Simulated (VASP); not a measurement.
# Al2Cu (I4/mcm) in VASP: single point with PBE

Aim: the single point of Al2Cu with PBE.

All numbers are computed with VASP 6.6.1; they aren't measurements. Logs are shortened: lines on timing, memory, paths and dates and some standing lists are left out, and cuts for length are marked.

## Step 1: The cell of the first run

Symmetry: I4/mcm, No. 140, tetragonal system. The conventional cell has a = 6.067 Å, b = 6.067 Å, c = 4.877 Å, α = 90.00°, β = 90.00°, γ = 90.00°. Within 3.4 Å of Al (site symmetry m2m) lie 4 Cu at 2.59 Å and 11 Al at 2.71 to 3.23 Å. Cu (site symmetry 422) has 2 Cu at 2.44 Å and 8 Al at 2.59 Å within 3.2 Å.

## Step 2: Single point, PBE

File INCAR:

```
PREC = Accurate
ENCUT = 520
EDIFF = 1E-6
ISMEAR = 0
SIGMA = 0.1
LREAL = False
LASPH = True
NELM = 100
ALGO = Normal
ISIF = 2
LWAVE = False
LCHARG = False
GGA = PE
NBANDS = 26
```

File KPOINTS:

```
Automatic mesh
0
Gamma
  6 6 6
```

File POSCAR:

```
Al2Cu
1.0
   -3.0335000000      3.0335000000      2.4385000000
    3.0335000000     -3.0335000000      2.4385000000
    3.0335000000      3.0335000000     -2.4385000000
Al Cu
4 2
Direct
    0.1581000000      0.6581000000      0.8162000000
    0.6581000000      0.8419000000      0.5000000000
    0.8419000000      0.3419000000      0.1838000000
    0.3419000000      0.1581000000      0.5000000000
    0.7500000000      0.7500000000      0.0000000000
    0.2500000000      0.2500000000      0.0000000000
```

Potentials or basis: VASP PAW PBE potentials, release 64 (Al, Cu).

Launch:

```sh
$ cat potpaw_PBE.64/Al/POTCAR potpaw_PBE.64/Cu/POTCAR > POTCAR
$ mpirun -np 1 vasp_std > vasp.out
```

OUTCAR:

```text
PREC = Accurate
   ENCUT = 520
   EDIFF = 1E-6
   ISMEAR = 0
   LREAL = False
   LASPH = True
   NELM = 100
   ISIF = 2
   GGA = PE

 ion  position               nearest neighbor table
   1  0.158  0.658  0.816-   5 2.59   6 2.59   5 2.59   6 2.59   3 2.71   3 2.90   3 2.90   2 3.10
                             4 3.10   4 3.10   2 3.10   2 3.23   4 3.23   4 3.23   2 3.23
   2  0.658  0.842  0.500-   5 2.59   5 2.59   6 2.59   6 2.59   4 2.71   4 2.90   4 2.90   1 3.10
                             3 3.10   1 3.10   3 3.10   1 3.23   3 3.23   3 3.23   1 3.23
   3  0.842  0.342  0.184-   5 2.59   6 2.59   5 2.59   6 2.59   1 2.71   1 2.90   1 2.90   4 3.10
                             2 3.10   2 3.10   4 3.10   4 3.23   2 3.23   4 3.23   2 3.23
   4  0.342  0.158  0.500-   6 2.59   6 2.59   5 2.59   5 2.59   2 2.71   2 2.90   2 2.90   1 3.10
                             3 3.10   1 3.10   3 3.10   1 3.23   3 3.23   1 3.23   3 3.23
   5  0.750  0.750  0.000-   6 2.44   6 2.44   1 2.59   3 2.59   1 2.59   3 2.59   2 2.59   2 2.59
                             4 2.59   4 2.59
   6  0.250  0.250  0.000-   5 2.44   5 2.44   1 2.59   3 2.59   1 2.59   3 2.59   4 2.59   4 2.59
                             2 2.59   2 2.59

  LATTYP: Found a body centered tetragonal cell.
 ALAT       =     6.0670000000
 C/A-ratio  =     0.8038569309

  Lattice vectors:

 A1 = (  -3.0335000000,   3.0335000000,   2.4385000000)
 A2 = (   3.0335000000,  -3.0335000000,   2.4385000000)
 A3 = (   3.0335000000,   3.0335000000,  -2.4385000000)

Analysis of symmetry for initial positions (statically):
=====================================================================
 Subroutine PRICEL returns:
 Original cell was already a primitive cell.

 Routine SETGRP: Setting up the symmetry group for a
 body centered tetragonal supercell.

 Subroutine GETGRP returns: Found 16 space group operations
 (whereof  8 operations were pure point group operations)
 out of a pool of 16 trial point group operations.

The static configuration has the point symmetry C_4h.
 The point group associated with its full space group is D_4h.

Analysis of symmetry for dynamics (positions and initial velocities):
=====================================================================
 Subroutine PRICEL returns:
 Original cell was already a primitive cell.

 Routine SETGRP: Setting up the symmetry group for a
 body centered tetragonal supercell.

 Subroutine GETGRP returns: Found 16 space group operations
 (whereof  8 operations were pure point group operations)
 out of a pool of 16 trial point group operations.

The dynamic configuration has the point symmetry C_4h.
 The point group associated with its full space group is D_4h.

 Subroutine INISYM returns: Found 16 space group operations
 (whereof  8 operations are pure point group operations),
 and found     1 'primitive' translations

----------------------------------------------------------------------------------------

                                     Primitive cell

  volume of cell :      89.7575

  direct lattice vectors                    reciprocal lattice vectors
    -3.033500000  3.033500000  2.438500000     0.000000000  0.164826108  0.205044084
     3.033500000 -3.033500000  2.438500000     0.164826108  0.000000000  0.205044084
     3.033500000  3.033500000 -2.438500000     0.164826108  0.164826108  0.000000000

  length of vectors
     4.934625290  4.934625290  4.934625290     0.263079309  0.263079309  0.233099318

  position of ions in fractional coordinates (direct lattice)
     0.158100000  0.658100000  0.816200000
     0.658100000  0.841900000  0.500000000
     0.841900000  0.341900000  0.183800000
     0.341900000  0.158100000  0.500000000
     0.750000000  0.750000000  0.000000000
     0.250000000  0.250000000  0.000000000

  ion indices of the primitive-cell ions
   primitive index   ion index
                 1           1
                 2           2
                 3           3
                 4           4
                 5           5
                 6           6

----------------------------------------------------------------------------------------

 KPOINTS: Automatic mesh

Automatic generation of k-mesh.
 Grid dimensions read from file:
 generate k-points for:    6    6    6

 Generating k-lattice:

  Cartesian coordinates                     Fractional coordinates (reciprocal lattice)
     0.000000000  0.027471018  0.034174014     0.166666667 -0.000000000  0.000000000
     0.027471018  0.000000000  0.034174014    -0.000000000  0.166666667  0.000000000
     0.027471018  0.027471018  0.000000000     0.000000000  0.000000000  0.166666667

  Length of vectors
     0.043846551  0.043846551  0.038849886

  Shift w.r.t. Gamma in fractional coordinates (k-lattice)
     0.000000000  0.000000000  0.000000000

 Subroutine IBZKPT returns following result:
 ===========================================

 Found     30 irreducible k-points:

 Following reciprocal coordinates:
            Coordinates               Weight
  0.000000  0.000000  0.000000      1.000000
  0.166667 -0.000000  0.000000      8.000000
  0.333333 -0.000000  0.000000      8.000000
  0.500000 -0.000000  0.000000      4.000000
  0.166667  0.166667  0.000000      8.000000
  0.333333  0.166667  0.000000     16.000000
[... 16 lines left out ...]
 -0.333333 -0.333333  0.166667      8.000000
 -0.166667 -0.333333  0.166667      8.000000
 [... further k-points ...]
   k-points           NKPTS =     30   k-points in BZ     NKDIM =     30   number of bands    NBANDS=     26
   number of dos      NEDOS =    301   number of ions     NIONS =      6
   total plane-waves  NPLWV =  64000
   dimension x,y,z NGX =    40 NGY =   40 NGZ =   40
   dimension x,y,z NGXF=    80 NGYF=   80 NGZF=   80
   ions per type =               4   2
   NGX,Y,Z   is equivalent  to a cutoff of  13.48, 13.48, 13.48 a.u.
   NGXF,Y,Z  is equivalent  to a cutoff of  26.95, 26.95, 26.95 a.u.
 SYSTEM =  unknown system
   PREC   = accura    normal or accurate (medium, high low for compatibility)
   ISTART =      0    job   : 0-new  1-cont  2-samecut
   ICHARG =      2    charge: 1-file 2-atom 10-const
   ISPIN  =      1    spin polarized calculation?
   LNONCOLLINEAR =      F non collinear calculations
   LSORBIT =      F    spin-orbit coupling
   LASPH  =      T    aspherical Exc in radial PAW
   ENCUT  =  520.0 eV  38.22 Ry    6.18 a.u.   9.18  9.18  9.18*2*pi/ulx,y,z
   NELM   =    100;   NELMIN=  2; NELMDL= -5     # of ELM steps
   EDIFF  = 0.1E-05   stopping-criterion for ELM
   LREAL  =      F    real-space projection
   EDIFFG = 0.1E-04   stopping-criterion for IOM
   NSW    =      0    number of steps for IOM
   IBRION =     -1    ionic relax: 0-MD 1-quasi-New 2-CG
   NFREE  =      0    steps in history (QN), initial steepest desc. (CG)
   ISIF   =      2    stress and relaxation
   ISYM   =      2    0-nonsym 1-usesym 2-fastsym
   POTIM  = 0.5000    time-step for ionic-motion
   TEBEG  =    0.0;   TEEND  =   0.0 temperature during run
   PSTRESS=    0.0 pullay stress
   NELECT =      34.0000    total number of electrons
   NUPDOWN=      -1.0000    fix difference up-down
   EMIN   =  10.00;   EMAX   =-10.00  energy-range for DOS
   EFERMI =   0.00;   METHOD = LEGACY
   ISMEAR =     0;   SIGMA  =   0.10  broadening in eV -4-tet -1-fermi 0-gaus
   EFERMI_NEDOS =   21; number of points for ismear=-14 and -15
   IALGO  =     38    algorithm
   IMIX   =      4    mixing-type and parameters
     AMIX     =   0.40;   BMIX     =  1.00
     AMIX_MAG =   1.60;   BMIX_MAG =  1.00
  volume/ion in A,a.u.               =      14.96       100.95
  Fermi-wavevector in a.u.,A,eV,Ry     =   1.184525  2.238428 19.090326  1.403099
  Thomas-Fermi vector in A             =   2.320737
   LORBIT       =      0    0 simple, 1 ext, 2 COOP (PROOUT), +10 PAW based schemes
   GGA     = PE    functional components
   LHFCALC =     F    Hartree Fock is set to
   AEXX    =    0.0000 exact exchange contribution
   IVDW    =     0    specifies the selected vdW correction
   LEPSILON=     F    determine dielectric tensor
   LRPA    =     F    only Hartree local field effects (RPA)
 non-spin polarized calculation
 Gauss-broadening in eV      SIGMA  =   0.10
  energy-cutoff  :      520.00
  volume of cell :       89.76
 maximum number of plane-waves:      2441
 NGX is ok and might be reduce to    40
   NGX = 19   NGY = 19   NGZ = 19

 number of electron      33.9999978 magnetization

 Free energy of the ion-electron system (eV)
  ---------------------------------------------------
  ext. energy  EPLUGINS =         0.00000000
  ---------------------------------------------------
  free energy    TOTEN  =       -23.43808709 eV

  energy without entropy =      -23.42418145  energy(sigma->0) =      -23.43113427

 E-fermi :   7.8304     XC(G=0): -10.8409

 val. band max:        7.8241108554   @ k =   0.1667   0.1667   0.1667
 cond. band min:       7.9249568259   @ k =   0.1667  -0.0000   0.0000
 fundamental gap:      0.1008459705
 Fermi energy:         7.8303648881

 k-point     1 :       0.0000    0.0000    0.0000
  band No.  band energies     occupation
      1      -2.7872      2.00000
      2       2.6472      2.00000
      3       2.8585      2.00000
      4       2.8586      2.00000
      5       2.8849      2.00000
      6       3.7579      2.00000
[... 18 lines left out ...]
     25      13.1616      0.00000
     26      13.7156      0.00000

 k-point     2 :       0.1667   -0.0000    0.0000
  band No.  band energies     occupation
      1      -2.4978      2.00000
      2       2.6205      2.00000
      3       2.7408      2.00000
      4       2.8412      2.00000
      5       2.9416      2.00000
      6       3.7029      2.00000
[... 18 lines left out ...]
     25      13.4806      0.00000
     26      14.0703      0.00000

 k-point     3 :       0.3333   -0.0000    0.0000
  band No.  band energies     occupation
      1      -1.6391      2.00000
      2       1.5282      2.00000
      3       2.5992      2.00000
      4       2.7759      2.00000
      5       3.0425      2.00000
      6       3.5290      2.00000
[... 18 lines left out ...]
     25      14.3625      0.00000
     26      14.8136      0.00000

 k-point     4 :       0.5000   -0.0000    0.0000
  band No.  band energies     occupation
      1      -0.2482      2.00000
      2      -0.2482      2.00000
      3       2.6651      2.00000
      4       2.6651      2.00000
      5       3.1805      2.00000
      6       3.1805      2.00000
[... 18 lines left out ...]
     25      15.4212      0.00000
     26      15.4213      0.00000

 k-point     5 :       0.1667    0.1667    0.0000
  band No.  band energies     occupation
      1      -1.8619      2.00000
      2       2.2007      2.00000
      3       2.3981      2.00000
      4       2.6113      2.00000
      5       3.3152      2.00000
      6       3.4290      2.00000
[... 18 lines left out ...]
     25      14.4062      0.00000
     26      14.6105      0.00000

 k-point     6 :       0.3333    0.1667    0.0000
  band No.  band energies     occupation
      1      -0.6775      2.00000
      2       0.5840      2.00000
      3       1.7276      2.00000
      4       2.5955      2.00000
      5       3.2925      2.00000
      6       3.5841      2.00000
[... 427 lines left out ...]
 k-point    21 :      -0.3333    0.5000    0.1667
  band No.  band energies     occupation
      1      -0.7247      2.00000
      2       0.5433      2.00000
      3       1.8329      2.00000
      4       2.5852      2.00000
      5       3.0702      2.00000
      6       3.0940      2.00000
[... 18 lines left out ...]
     25      14.1518      0.00000
     26      14.3756      0.00000

 k-point    22 :      -0.1667    0.5000    0.1667
  band No.  band energies     occupation
      1      -0.3283      2.00000
      2       0.3719      2.00000
      3       1.9529      2.00000
      4       2.0939      2.00000
      5       3.1294      2.00000
      6       3.3148      2.00000
[... 18 lines left out ...]
     25      14.4849      0.00000
     26      15.2854      0.00000

 k-point    23 :      -0.3333   -0.3333    0.1667
  band No.  band energies     occupation
      1       0.1653      2.00000
      2       0.7131      2.00000
      3       0.7155      2.00000
      4       2.6799      2.00000
      5       2.8466      2.00000
      6       3.1990      2.00000
[... 18 lines left out ...]
     25      14.3905      0.00000
     26      16.1390      0.00000

 k-point    24 :      -0.1667   -0.3333    0.1667
  band No.  band energies     occupation
      1      -1.1126      2.00000
      2       1.3645      2.00000
      3       2.2405      2.00000
      4       2.5673      2.00000
      5       3.1606      2.00000
      6       3.2054      2.00000
[... 18 lines left out ...]
     25      15.1359      0.00000
     26      15.2035      0.00000

 [... further k-points ...]
[... 5 lines left out ...]
  --------------------------------------------------------------------------------------
  -------------------------------------------------------------------------------------
  Total       -0.5894384     -0.5894384      0.7804302      0.0000000      0.0000000      0.0000000
  in kB      -10.5215139    -10.5215139     13.9307300      0.0000000      0.0000000      0.0000000
  external PRESSURE =      -2.3707660 kB  Pullay stress =       0.0000000 kB

 VOLUME and BASIS-vectors are now :
 -----------------------------------------------------------------------------
  energy-cutoff  :      520.00
  volume of cell :       89.76
      direct lattice vectors                 reciprocal lattice vectors
    -3.033500000  3.033500000  2.438500000     0.000000000  0.164826108  0.205044084
     3.033500000 -3.033500000  2.438500000     0.164826108  0.000000000  0.205044084
     3.033500000  3.033500000 -2.438500000     0.164826108  0.164826108  0.000000000

 POSITION                                       TOTAL-FORCE (eV/Angst)
 -----------------------------------------------------------------------------------
      3.99269      0.95919     -0.00000         0.012412      0.012412     -0.000000
      2.07431      0.95919      2.43850        -0.012412      0.012412     -0.000000
     -0.95919      2.07431      2.43850        -0.012412     -0.012412      0.000000
      0.95919      2.07431      0.00000         0.012412     -0.012412     -0.000000
      0.00000      0.00000      3.65775         0.000000      0.000000     -0.000000
      0.00000      0.00000      1.21925         0.000000      0.000000     -0.000000
 -----------------------------------------------------------------------------------
    total drift:                               -0.000000     -0.000000      0.000000

  FREE ENERGIE OF THE ION-ELECTRON SYSTEM (eV)
  ---------------------------------------------------
  free  energy   TOTEN  =       -23.4380870869 eV

  energy  without entropy=      -23.4241814549  energy(sigma->0) =      -23.43113427
```

Wall time 43 s (1 thread of Intel Xeon 6975P-C (Granite Rapids), shared host); peak memory 0.26 GiB.

What came out:

```
Free energy            : -23.4381 eV
Pressure               : -0.2 GPa
Largest force          : 0.018 eV/Å
Band gap on the k mesh : zero (band 17 reaches 10.47 eV, above the bottom of band 18 at 6.46 eV)
```

Forces in eV/Å, atoms in the order of the input:
```
Al   0.012  0.012  0.000
Al  -0.012  0.012  0.000
Al  -0.012 -0.012  0.000
Al   0.012 -0.012  0.000
Cu   0.000  0.000  0.000
Cu   0.000  0.000  0.000
```

Levels at points of the mesh, in eV from the Fermi level:
```tsv
k point	band 14	band 15	band 16	band 17	band 18	band 19	band 20	band 21
(0.00, 0.00, 0.00)	-1.88	-1.21	-1.07	-1.07	-0.73	-0.29	0.14	1.51
(0.50, 0.00, 0.00)	-2.97	-2.49	-2.49	0.32	0.32	4.10	4.10	4.38
(0.50, 0.50, 0.00)	-2.67	-1.33	-1.19	-0.91	-0.57	0.85	1.32	4.72
(0.50, 0.50, 0.50)	-3.10	-3.10	-1.72	2.64	3.06	3.06	3.42	4.08
```
